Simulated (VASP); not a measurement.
# ZnO (P6_3mc) in VASP: notebook, part 2 of 2

VASP 6.6.1.

## 4. Vibrations by perturbation theory, LDA

This run uses another cell than the first one, of 11.33 Å³/atom.

INCAR reads:

```
SYSTEM = ZnO
PREC = Accurate
ENCUT = 520
EDIFF = 1E-8
ISMEAR = 0
SIGMA = 0.01
LREAL = .False.
LASPH = .True.
NELM = 80
ALGO = Normal
ISIF = 2
LWAVE = .False.
LCHARG = .False.
NBANDS = 26
IBRION = 8
NSW = 1
LEPSILON = .True.
```

KPOINTS reads:

```
Automatic mesh
0
Gamma
  8 8 4
  0 0 0
```

POSCAR reads:

```
ZnO
1.0
    3.1871002602      0.0000000000      0.0000000000
   -1.5935501301      2.7601097897      0.0000000000
    0.0000000000      0.0000000000      5.1524616810
Zn O
2 2
Direct
    0.3333333333      0.6666666667      0.5002871609
    0.6666666667      0.3333333333      0.0002871609
    0.6666666667      0.3333333333      0.3787228391
    0.3333333333      0.6666666667      0.8787228391
```

Potentials or basis: VASP PAW LDA potentials, release 64 (Zn, O).

Run with:

```
cat potpaw_LDA.64/Zn/POTCAR potpaw_LDA.64/O/POTCAR > POTCAR
mpirun -np 1 vasp_std > vasp.out
```

OUTCAR:

```text
SYSTEM = ZnO
   PREC = Accurate
   ENCUT = 520
   EDIFF = 1E-8
   ISMEAR = 0
   LREAL = .False.
   LASPH = .True.
   NELM = 80
   ISIF = 2
   IBRION = 8
   NSW = 1
   LEPSILON = .True.

 ion  position               nearest neighbor table
   1  0.333  0.667  0.500-   3 1.94   3 1.94   3 1.94   4 1.95
   2  0.667  0.333  0.000-   4 1.94   4 1.94   4 1.94   3 1.95
   3  0.667  0.333  0.379-   1 1.94   1 1.94   1 1.94   2 1.95
   4  0.333  0.667  0.879-   2 1.94   2 1.94   2 1.94   1 1.95

  LATTYP: Found a hexagonal cell.
 ALAT       =     3.1871002602
 C/A-ratio  =     1.6166613098

  Lattice vectors:

 A1 = (   3.1871002602,   0.0000000000,   0.0000000000)
 A2 = (  -1.5935501301,   2.7601097897,   0.0000000000)
 A3 = (   0.0000000000,   0.0000000000,   5.1524616810)

Analysis of symmetry for initial positions (statically):
=====================================================================
 Subroutine PRICEL returns:
 Original cell was already a primitive cell.

 Routine SETGRP: Setting up the symmetry group for a
 hexagonal supercell.

 Subroutine GETGRP returns: Found 12 space group operations
 (whereof  6 operations were pure point group operations)
 out of a pool of 24 trial point group operations.

[... 1004 lines left out ...]
  x    -0.00000     0.00000     0.00000    -9.28236     0.00000     5.16023
  y    -9.28236     9.28236    -0.00000    -0.00000     5.44182    -0.00000
  z     5.37764     5.37764   -10.47207     0.00000     0.00000     0.00000

 SECOND DERIVATIVES (NOT SYMMETRIZED)
 ------------------------------------
               1X          1Y          1Z          2X          2Y          2Z          3X          3Y          3Z          4X          4Y          4Z
  1X    -8.715896   -0.000000    0.000000    0.374756    0.000000   -0.000000    8.373443    0.000000   -0.000000   -0.032303    0.000000    0.000000
  1Y     0.000000   -8.715896    0.000000    0.000000    0.374756    0.000000    0.000000    8.373443    0.000000    0.000000   -0.032303    0.000000
  1Z     0.000000    0.000000  -12.725463    0.000000    0.000000    5.117157    0.000000    0.000000    1.749511   -0.000000   -0.000000    5.858795
  2X     0.374756    0.000000    0.000000   -8.715896    0.000000    0.000000   -0.032303    0.000000    0.000000    8.373443    0.000000    0.000000
  2Y    -0.000000    0.374756    0.000000    0.000000   -8.715896    0.000000    0.000000   -0.032303    0.000000    0.000000    8.373443   -0.000000
  2Z     0.000000    0.000000    5.117157    0.000000    0.000000  -12.725463    0.000000    0.000000    5.858795    0.000000    0.000000    1.749511
  3X     8.367825    0.000000    0.000000   -0.046676    0.000000   -0.000000   -9.328635    0.000000    0.000000    1.007486    0.000000    0.000000
  3Y     0.000000    8.367825    0.000000    0.000000   -0.046676    0.000000    0.000000   -9.328635    0.000000    0.000000    1.007486    0.000000
  3Z    -0.000000    0.000000    1.687934    0.000000    0.000000    5.926513    0.000000    0.000000  -12.926841    0.000000   -0.000000    5.312393
  4X    -0.046676   -0.000000    0.000000    8.367825    0.000000    0.000000    1.007486    0.000000    0.000000   -9.328635    0.000000    0.000000
  4Y     0.000000   -0.046676    0.000000    0.000000    8.367825   -0.000000   -0.000000    1.007486    0.000000    0.000000   -9.328635    0.000000
  4Z     0.000000    0.000000    5.926513    0.000000   -0.000000    1.687934    0.000000    0.000000    5.312393    0.000000    0.000000  -12.926841

 Eigenvectors and eigenvalues of the dynamical matrix
 ----------------------------------------------------

   1 f  =   16.828499 THz   105.736579 2PiTHz  561.338310 cm-1    69.597049 meV
             X         Y         Z           dx          dy          dz
     -0.000000  1.840073  2.577710     0.000000   -0.000000   -0.101924
      1.593550  0.920037  0.001480    -0.000000    0.000000    0.101924
      1.593550  0.920037  1.951355    -0.000000    0.000000   -0.699722
     -0.000000  1.840073  4.527586     0.000000   -0.000000    0.699722
[... 71 lines left out ...]
  12 f/i=    0.006003 THz     0.037719 2PiTHz    0.200242 cm-1     0.024827 meV
             X         Y         Z           dx          dy          dz
     -0.000000  1.840073  2.577710    -0.319044   -0.547475    0.000000
      1.593550  0.920037  0.001480    -0.319044   -0.547475    0.000000
      1.593550  0.920037  1.951355    -0.158007   -0.271138    0.000000
     -0.000000  1.840073  4.527586    -0.158007   -0.271138    0.000000

--------------------------------------------------------------------------------------------------------

 MACROSCOPIC STATIC DIELECTRIC TENSOR IONIC CONTRIBUTION
 ------------------------------------------------------
           4.299656     0.000000     0.000000
           0.000000     4.299656    -0.000000
           0.000000    -0.000000     4.938991
 ------------------------------------------------------

 ELASTIC MODULI CONTR FROM IONIC RELAXATION (kBar)
 Direction    XX          YY          ZZ          XY          YZ          ZX
 --------------------------------------------------------------------------------
 XX        -867.6875    329.7859    524.2071     -0.0000     -0.0000     -0.0000
 YY         329.7859   -867.6875    524.2071      0.0000      0.0000      0.0000
 ZZ         524.2071    524.2071  -1021.7226     -0.0000     -0.0000      0.0000
 XY          -0.0000      0.0000     -0.0000   -598.7367      0.0000     -0.0000
 YZ          -0.0000     -0.0000     -0.0000      0.0000   -233.8039     -0.0000
 ZX          -0.0000      0.0000      0.0000     -0.0000     -0.0000   -229.8783
 --------------------------------------------------------------------------------

 PIEZOELECTRIC TENSOR IONIC CONTR  for field in x, y, z        (C/m^2)
          XX          YY          ZZ          XY          YZ          ZX
  --------------------------------------------------------------------------------
  x    -0.00000     0.00000     0.00000    -0.00000    -0.00000    -0.93549
  y    -0.00000     0.00000    -0.00000     0.00000    -0.94344    -0.00000
  z    -1.08450    -1.08450     2.11377     0.00000     0.00000    -0.00000
```

Wall time 21 min (1 thread of Intel Xeon 8259CL, shared host); peak memory 0.4 GiB.

Results:

```
Electronic dielectric tensor (diagonal)                 : 6.37, 6.37, 6.10
Born charges (mean of the diagonal)                     : Zn +2.14; O -2.14 e
Highest phonon frequency at Γ, LO-TO splitting left out : 561 cm⁻¹
```

Phonon frequencies in cm⁻¹ (negative: imaginary):
| q point | frequencies |
| --- | --- |
| (0.000, 0.000, 0.000) | 0 0 0 89 89 263 401 420 420 453 453 561 |

Electronic dielectric tensor:
```
6.37 0.00 0.00
0.00 6.37 0.00
0.00 0.00 6.10
```

Born effective charge tensors (e):
atom 1, Zn
```
2.12 0.00 0.00
0.00 2.12 0.00
0.00 0.00 2.17
```
atom 2, Zn
```
2.12 0.00 0.00
0.00 2.12 0.00
0.00 0.00 2.17
```
atom 3, O
```
-2.12  0.00  0.00
 0.00 -2.12  0.00
 0.00  0.00 -2.17
```
atom 4, O
```
-2.12  0.00  0.00
 0.00 -2.12  0.00
 0.00  0.00 -2.17
```

Caveat: the cell stands under pressure or tension, which shifts response properties.
